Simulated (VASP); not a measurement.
A run of VASP 6.6.1 is set up as follows.

The input INCAR:

```
PREC = Accurate ; ENCUT = 520
EDIFF = 1E-6 ; ISMEAR = 0
SIGMA = 0.05 ; LREAL = False
LASPH = True ; NELM = 60
ALGO = Normal ; ISIF = 2
LWAVE = False ; LCHARG = False
GGA = PE ; NBANDS = 34
```

File KPOINTS:

```
regular mesh
0
Gamma
  6 6 4
```

File POSCAR:

```
SiO2
1.0
    5.0287972619      0.0000000000      0.0000000000
   -2.5143986310      4.3550661793      0.0000000000
    0.0000000000      0.0000000000      5.5012710941
Si O
3 6
Direct
    0.0000000000      0.5000000000      0.3333333333
    0.5000000000      0.5000000000      0.6666666667
    0.5000000000      0.0000000000      0.0000000000
    0.5839605948      0.7919802974      0.8333333333
    0.7919802974      0.5839605948      0.5000000000
    0.7919802974      0.2080197026      0.1666666667
    0.4160394052      0.2080197026      0.8333333333
    0.2080197026      0.4160394052      0.5000000000
    0.2080197026      0.7919802974      0.1666666667
```

Potentials or basis: VASP PAW PBE potentials, release 64 (Si, O).

Command:

```console
$ cat potpaw_PBE.64/Si/POTCAR potpaw_PBE.64/O/POTCAR > POTCAR
$ mpirun -np 1 vasp_std > vasp.out
```

Task: Predict the pressure.

Result: 8.8 GPa.

Task: Predict the band gap on the k mesh.

Result: 5.82 eV, indirect (least direct gap 6.02 eV).

Task: Estimate the largest force.

Result: 0.343 eV/Å.

Stress tensor (GPa, compression positive):
```
8.73 0.00 0.00
0.00 8.73 0.00
0.00 0.00 8.83
```

Caveat: the cell differs from its parent crystal (strain -0.015 along x and y, -0.015 along z). A k mesh can miss the band edges.
